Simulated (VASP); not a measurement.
Crystal: NaI.

```
CELL_PARAMETERS angstrom
0.08604 3.24406 3.24406
3.24406 0.08604 3.24406
3.24406 3.24406 0.08604
ATOMIC_POSITIONS crystal
Na 0.00000 0.00000 0.00000
I 0.50000 0.50000 0.50000
```

This cell differs from its parent crystal: epitaxial 111 strain -2.2%.

Base run:

* Program: VASP 6.6.1
* Functional: r2SCAN
* Potentials or basis: VASP PAW PBE potentials, release 64 (Na_pv, I)
* Cutoff: 520 eV
* k mesh: 8 × 8 × 8
* Occupations: gaussian, width 0.01 eV
* Spin: no spin polarisation

Its results: band gap on the k mesh 4.46 eV; pressure 0.5 GPa.

Problem. The run is repeated on the same cell with these changes: functional from r2SCAN to PBE; occupations from gaussian, width 0.01 eV to fermi-dirac, width 0.02 eV. What comes out?

Solution. Band gap on the k mesh 3.66 eV; pressure 1.0 GPa.

Caveats: spin-orbit coupling is left out, which moves the levels of the heavy elements; the PAW data sets were made with another functional, which shifts forces and pressure a little (at least some runs).

